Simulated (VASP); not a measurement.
# Si3Ge2Pt (P6/mmm) in VASP: further runs

Si3Ge2Pt is run at these levels: PBE; tasks: single point.

Program: VASP 6.6.1. These are calculated values, not measurements. Logs are shortened: lines on timing, memory, paths and dates and some standing lists are left out, and cuts for length are marked.

## Step 1: The cell of the first run

Symmetry: P6/mmm, No. 191, hexagonal system. Conventional cell: a = 5.292 Å, b = 5.292 Å, c = 4.123 Å, α = 90.00°, β = 90.00°, γ = 120.00°. Within 3.4 Å of Si (site symmetry mmm) lie 4 Ge at 2.57 Å and 4 Si at 2.65 Å and 4 Pt at 3.35 Å. Ge (site symmetry -6m2) has 6 Si at 2.57 Å and 3 Ge at 3.06 Å and 3 Pt at 3.06 Å within 3.4 Å. Pt (site symmetry 6/mmm) has 6 Ge at 3.06 Å and 12 Si at 3.35 Å within 4.0 Å.

## Step 2: Single point, PBE

Input file INCAR:

```
ALGO = Normal
EDIFF = 1E-6
ENCUT = 520
GGA = PE
ISIF = 2
ISMEAR = 0
LASPH = True
LCHARG = False
LREAL = False
LWAVE = False
NBANDS = 34
NELM = 100
PREC = Accurate
SIGMA = 0.1
```

Input file KPOINTS:

```
k-points
0
Gamma
  6 6 4
```

Input file POSCAR:

```
Si3Ge2Pt
1.0
    5.2920319300      0.0000000000      0.0000000000
   -2.6460159700      4.5830340900      0.0000000000
    0.0000000000      0.0000000000      4.1230502600
Si Ge Pt
3 2 1
Direct
    0.5000000000      0.0000000000      0.5000000000
    0.0000000000      0.5000000000      0.5000000000
    0.5000000000      0.5000000000      0.5000000000
    0.3333333300      0.6666666700      0.0000000000
    0.6666666700      0.3333333300      0.0000000000
    0.0000000000      0.0000000000      0.0000000000
```

Potentials or basis: VASP PAW PBE potentials, release 64 (Si, Ge_d, Pt).

The run is started by

```sh
$ cat potpaw_PBE.64/Si/POTCAR potpaw_PBE.64/Ge_d/POTCAR potpaw_PBE.64/Pt/POTCAR > POTCAR
$ mpirun -np 1 vasp_std > vasp.out
```

OUTCAR:

```text
EDIFF = 1E-6
   ENCUT = 520
   GGA = PE
   ISIF = 2
   ISMEAR = 0
   LASPH = True
   LREAL = False
   NELM = 100
   PREC = Accurate

 ion  position               nearest neighbor table
   1  0.500  0.000  0.500-   4 2.57   5 2.57   4 2.57   5 2.57   2 2.65   2 2.65   3 2.65   3 2.65

   2  0.000  0.500  0.500-   4 2.57   5 2.57   4 2.57   5 2.57   1 2.65   1 2.65   3 2.65   3 2.65

   3  0.500  0.500  0.500-   4 2.57   5 2.57   4 2.57   5 2.57   2 2.65   2 2.65   1 2.65   1 2.65

   4  0.333  0.667  0.000-   2 2.57   2 2.57   1 2.57   1 2.57   3 2.57   3 2.57   6 3.06   6 3.06
                             6 3.06
   5  0.667  0.333  0.000-   2 2.57   2 2.57   1 2.57   1 2.57   3 2.57   3 2.57   6 3.06   6 3.06
                             6 3.06
   6  0.000  0.000  0.000-   4 3.06   5 3.06   5 3.06   4 3.06   5 3.06   4 3.06

  LATTYP: Found a hexagonal cell.
 ALAT       =     5.2920319300
 C/A-ratio  =     0.7791053256

  Lattice vectors:

 A1 = (   5.2920319300,   0.0000000000,   0.0000000000)
 A2 = (  -2.6460159700,   4.5830340900,   0.0000000000)
 A3 = (   0.0000000000,   0.0000000000,   4.1230502600)

Analysis of symmetry for initial positions (statically):
=====================================================================
 Subroutine PRICEL returns:
 Original cell was already a primitive cell.

 Routine SETGRP: Setting up the symmetry group for a
 hexagonal supercell.

 Subroutine GETGRP returns: Found 24 space group operations
 (whereof 24 operations were pure point group operations)
 out of a pool of 24 trial point group operations.

The static configuration has the point symmetry D_6h.

Analysis of symmetry for dynamics (positions and initial velocities):
=====================================================================
 Subroutine PRICEL returns:
 Original cell was already a primitive cell.

 Routine SETGRP: Setting up the symmetry group for a
 hexagonal supercell.

 Subroutine GETGRP returns: Found 24 space group operations
 (whereof 24 operations were pure point group operations)
 out of a pool of 24 trial point group operations.

The dynamic configuration has the point symmetry D_6h.

 Subroutine INISYM returns: Found 24 space group operations
 (whereof 24 operations are pure point group operations),
 and found     1 'primitive' translations

----------------------------------------------------------------------------------------

                                     Primitive cell

  volume of cell :      99.9987

  direct lattice vectors                    reciprocal lattice vectors
     5.292031930  0.000000000  0.000000000     0.188963335  0.109098032  0.000000000
    -2.646015970  4.583034090  0.000000000     0.000000000  0.218196064  0.000000000
     0.000000000  0.000000000  4.123050260     0.000000000  0.000000000  0.242538882

  length of vectors
     5.292031930  5.292031933  4.123050260     0.218196064  0.218196064  0.242538882

  position of ions in fractional coordinates (direct lattice)
     0.500000000  0.000000000  0.500000000
     1.000000000  0.500000000  0.500000000
     0.500000000  0.500000000  0.500000000
     0.333333330  0.666666670  0.000000000
     0.666666670  0.333333330  0.000000000
     0.000000000  0.000000000  0.000000000

  ion indices of the primitive-cell ions
   primitive index   ion index
                 1           1
                 2           2
                 3           3
                 4           4
                 5           5
                 6           6

----------------------------------------------------------------------------------------

 KPOINTS: k-points

Automatic generation of k-mesh.
 Grid dimensions read from file:
 generate k-points for:    6    6    4

 Generating k-lattice:

  Cartesian coordinates                     Fractional coordinates (reciprocal lattice)
     0.031493889  0.018183005  0.000000000     0.166666667 -0.000000000  0.000000000
     0.000000000  0.036366011  0.000000000     0.000000000  0.166666667  0.000000000
     0.000000000  0.000000000  0.060634720     0.000000000  0.000000000  0.250000000

  Length of vectors
     0.036366011  0.036366011  0.060634720

  Shift w.r.t. Gamma in fractional coordinates (k-lattice)
     0.000000000  0.000000000  0.000000000

 Subroutine IBZKPT returns following result:
 ===========================================

 Found     21 irreducible k-points:

 Following reciprocal coordinates:
            Coordinates               Weight
  0.000000  0.000000  0.000000      1.000000
  0.166667  0.000000  0.000000      6.000000
  0.333333  0.000000  0.000000      6.000000
  0.500000  0.000000  0.000000      3.000000
  0.166667  0.166667  0.000000      6.000000
  0.333333  0.166667  0.000000     12.000000
[... 13 lines left out ...]
  0.333333  0.166667  0.500000     12.000000
  0.333333  0.333333  0.500000      2.000000
   k-points           NKPTS =     21   k-points in BZ     NKDIM =     21   number of bands    NBANDS=     34
   number of dos      NEDOS =    301   number of ions     NIONS =      6
   total plane-waves  NPLWV =  51200
   dimension x,y,z NGX =    40 NGY =   40 NGZ =   32
   dimension x,y,z NGXF=    80 NGYF=   80 NGZF=   64
   ions per type =               3   2   1
   NGX,Y,Z   is equivalent  to a cutoff of  12.57, 12.57, 12.90 a.u.
   NGXF,Y,Z  is equivalent  to a cutoff of  25.13, 25.13, 25.81 a.u.
 SYSTEM =  unknown system
   PREC   = accura    normal or accurate (medium, high low for compatibility)
   ISTART =      0    job   : 0-new  1-cont  2-samecut
   ICHARG =      2    charge: 1-file 2-atom 10-const
   ISPIN  =      1    spin polarized calculation?
   LNONCOLLINEAR =      F non collinear calculations
   LSORBIT =      F    spin-orbit coupling
   LASPH  =      T    aspherical Exc in radial PAW
   ENCUT  =  520.0 eV  38.22 Ry    6.18 a.u.   9.84  9.84  7.67*2*pi/ulx,y,z
   NELM   =    100;   NELMIN=  2; NELMDL= -5     # of ELM steps
   EDIFF  = 0.1E-05   stopping-criterion for ELM
   LREAL  =      F    real-space projection
   EDIFFG = 0.1E-04   stopping-criterion for IOM
   NSW    =      0    number of steps for IOM
   IBRION =     -1    ionic relax: 0-MD 1-quasi-New 2-CG
   NFREE  =      0    steps in history (QN), initial steepest desc. (CG)
   ISIF   =      2    stress and relaxation
   ISYM   =      2    0-nonsym 1-usesym 2-fastsym
   POTIM  = 0.5000    time-step for ionic-motion
   TEBEG  =    0.0;   TEEND  =   0.0 temperature during run
   PSTRESS=    0.0 pullay stress
   NELECT =      50.0000    total number of electrons
   NUPDOWN=      -1.0000    fix difference up-down
   EMIN   =  10.00;   EMAX   =-10.00  energy-range for DOS
   EFERMI =   0.00;   METHOD = LEGACY
   ISMEAR =     0;   SIGMA  =   0.10  broadening in eV -4-tet -1-fermi 0-gaus
   EFERMI_NEDOS =   21; number of points for ismear=-14 and -15
   IALGO  =     38    algorithm
   IMIX   =      4    mixing-type and parameters
     AMIX     =   0.40;   BMIX     =  1.00
     AMIX_MAG =   1.60;   BMIX_MAG =  1.00
  volume/ion in A,a.u.               =      16.67       112.47
  Fermi-wavevector in a.u.,A,eV,Ry     =   1.299372  2.455457 22.971629  1.688367
  Thomas-Fermi vector in A             =   2.430640
   LORBIT       =      0    0 simple, 1 ext, 2 COOP (PROOUT), +10 PAW based schemes
   GGA     = PE    functional components
   LHFCALC =     F    Hartree Fock is set to
   AEXX    =    0.0000 exact exchange contribution
   IVDW    =     0    specifies the selected vdW correction
   LEPSILON=     F    determine dielectric tensor
   LRPA    =     F    only Hartree local field effects (RPA)
 non-spin polarized calculation
 Gauss-broadening in eV      SIGMA  =   0.10
  energy-cutoff  :      520.00
  volume of cell :      100.00
 maximum number of plane-waves:      2724
 NGX is ok and might be reduce to    40
   NGX = 19   NGY = 19   NGZ = 15

 number of electron      49.9999989 magnetization

 Free energy of the ion-electron system (eV)
  ---------------------------------------------------
  ext. energy  EPLUGINS =         0.00000000
  ---------------------------------------------------
  free energy    TOTEN  =       -26.72427600 eV

  energy without entropy =      -26.69614655  energy(sigma->0) =      -26.71021127

 E-fermi :   8.4829     XC(G=0): -11.3323

 val. band max:        8.4803792922   @ k =   0.3333   0.3333   0.0000
 cond. band min:       8.5004460216   @ k =   0.3333   0.1667   0.2500
 fundamental gap:      0.0200667294
 Fermi energy:         8.4828635857

 k-point     1 :       0.0000    0.0000    0.0000
  band No.  band energies     occupation
      1     -16.5292      2.00000
      2     -16.5224      2.00000
      3     -16.5224      2.00000
      4     -16.5047      2.00000
      5     -16.5047      2.00000
      6     -16.4991      2.00000
[... 26 lines left out ...]
     33      14.9213      0.00000
     34      14.9222      0.00000

 k-point     2 :       0.1667    0.0000    0.0000
  band No.  band energies     occupation
      1     -16.5284      2.00000
      2     -16.5229      2.00000
      3     -16.5213      2.00000
      4     -16.5105      2.00000
      5     -16.5089      2.00000
      6     -16.5003      2.00000
[... 26 lines left out ...]
     33      13.0862      0.00000
     34      13.2901      0.00000

 k-point     3 :       0.3333    0.0000    0.0000
  band No.  band energies     occupation
      1     -16.5262      2.00000
      2     -16.5238      2.00000
      3     -16.5185      2.00000
      4     -16.5180      2.00000
      5     -16.5151      2.00000
      6     -16.5032      2.00000
[... 26 lines left out ...]
     33      13.7852      0.00000
     34      13.8165      0.00000
[... 593 lines left out ...]
 k-point    20 :       0.3333    0.1667    0.5000
  band No.  band energies     occupation
      1     -16.5291      2.00000
      2     -16.5219      2.00000
      3     -16.5192      2.00000
      4     -16.5150      2.00000
      5     -16.5138      2.00000
      6     -16.5088      2.00000
[... 26 lines left out ...]
     33      14.1232      0.00000
     34      14.5603      0.00000

 k-point    21 :       0.3333    0.3333    0.5000
  band No.  band energies     occupation
      1     -16.5297      2.00000
      2     -16.5244      2.00000
      3     -16.5143      2.00000
      4     -16.5143      2.00000
      5     -16.5140      2.00000
      6     -16.5140      2.00000
[... 26 lines left out ...]
     33      14.3733      0.00000
     34      14.5293      0.00000

------------------------ aborting loop because EDIFF is reached ----------------------------------------

  FORCE on cell =-STRESS in cart. coord.  units (eV):
  Direction    XX          YY          ZZ          XY          YZ          ZX
  --------------------------------------------------------------------------------------
  -------------------------------------------------------------------------------------
  Total        2.5940525      2.5940525      6.8256964     -0.0000000      0.0000000     -0.0000000
  in kB       41.5618789     41.5618789    109.3612283     -0.0000000      0.0000000     -0.0000000
  external PRESSURE =      64.1616620 kB  Pullay stress =       0.0000000 kB

 VOLUME and BASIS-vectors are now :
 -----------------------------------------------------------------------------
  energy-cutoff  :      520.00
  volume of cell :      100.00
      direct lattice vectors                 reciprocal lattice vectors
     5.292031930  0.000000000  0.000000000     0.188963335  0.109098032  0.000000000
    -2.646015970  4.583034090  0.000000000     0.000000000  0.218196064  0.000000000
     0.000000000  0.000000000  4.123050260     0.000000000  0.000000000  0.242538882

 POSITION                                       TOTAL-FORCE (eV/Angst)
 -----------------------------------------------------------------------------------
      2.64602      0.00000      2.06153        -0.000000      0.000000      0.000000
     -1.32301      2.29152      2.06153        -0.000000      0.000000      0.000000
      1.32301      2.29152      2.06153        -0.000000      0.000000      0.000000
     -0.00000      3.05536      0.00000        -0.000000      0.000000      0.000000
      2.64602      1.52768      0.00000         0.000000     -0.000000      0.000000
      0.00000      0.00000      0.00000        -0.000000      0.000000      0.000000
 -----------------------------------------------------------------------------------
    total drift:                                0.000000     -0.000000      0.000000

  FREE ENERGIE OF THE ION-ELECTRON SYSTEM (eV)
  ---------------------------------------------------
  free  energy   TOTEN  =       -26.7242759957 eV

  energy  without entropy=      -26.6961465480  energy(sigma->0) =      -26.71021127
```

Run time: 29 s. Hardware: 1 thread of Intel Xeon 6975P-C (Granite Rapids), shared host; peak memory 0.25 GiB.

Results:

```yaml
Free_energy: -26.7243 eV
Pressure: 6.4 GPa
Band_gap_on_the_k_mesh: zero (band 25 reaches 9.33 eV, above the bottom of band 26 at 7.80 eV)
```

Stress tensor (GPa, compression positive):
```
 4.16  0.00  0.00
 0.00  4.16  0.00
 0.00  0.00 10.94
```

Caveat: the k points lie up to 0.38 Å⁻¹ apart; spin-orbit coupling is left out, which moves the levels of the heavy elements.

## Step 3: Single point, PBE

This run uses another cell than the first one, of 18.34 Å³/atom, 1.101 times its volume.

Input file INCAR:

```
SYSTEM = Si3Ge2Pt
ALGO = Normal
EDIFF = 1E-6
ENCUT = 520
GGA = PE
ISIF = 2
ISMEAR = 0
LASPH = .True.
LCHARG = .False.
LREAL = .False.
LWAVE = .False.
NBANDS = 34
NELM = 60
PREC = Accurate
SIGMA = 0.1
```

Input file KPOINTS:

```
k-points
0
Gamma
  12 12 8
  0 0 0
```

Input file POSCAR:

```
Si3Ge2Pt
1.0
    4.7761809325      0.0000000000      0.0000000000
   -2.3880904662      4.1362940206      0.0000000000
    0.0000000000      0.0000000000      5.5707656354
Si Ge Pt
3 2 1
Direct
    0.5000000000      0.0000000000      0.5000000000
    0.0000000000      0.5000000000      0.5000000000
    0.5000000000      0.5000000000      0.5000000000
    0.3333333333      0.6666666667      0.0000000000
    0.6666666667      0.3333333333      0.0000000000
    0.0000000000      0.0000000000      0.0000000000
```

Potentials or basis: VASP PAW PBE potentials, release 64 (Si, Ge_d, Pt).

The run is started by

```sh
$ cat potpaw_PBE.64/Si/POTCAR potpaw_PBE.64/Ge_d/POTCAR potpaw_PBE.64/Pt/POTCAR > POTCAR
$ mpirun -np 1 vasp_std > vasp.out
```

Run time: 7.2 min. Hardware: 1 thread of Intel Xeon 6975P-C, shared host; peak memory 0.46 GiB.

Results (log left out):

- Free energy: -28.4619 eV
- Pressure: -0.1 GPa
- Band gap on the k mesh: zero (band 25 reaches 8.29 eV, above the bottom of band 26 at 6.41 eV)

Levels at points of the mesh, in eV from the Fermi level:
```csv
k point,band 23,band 24,band 25,band 26,band 27,band 28
"(0.00, 0.00, 0.00)",-2.10,-1.64,0.68,1.37,1.62,1.62
"(0.50, 0.00, 0.00)",-1.01,-0.99,0.02,1.76,2.05,2.09
"(0.00, 0.00, 0.50)",-1.03,-1.03,-0.13,0.53,0.53,0.88
"(0.50, 0.00, 0.50)",-0.80,-0.38,1.33,1.40,1.46,2.00
```

Caveat: spin-orbit coupling is left out, which moves the levels of the heavy elements.
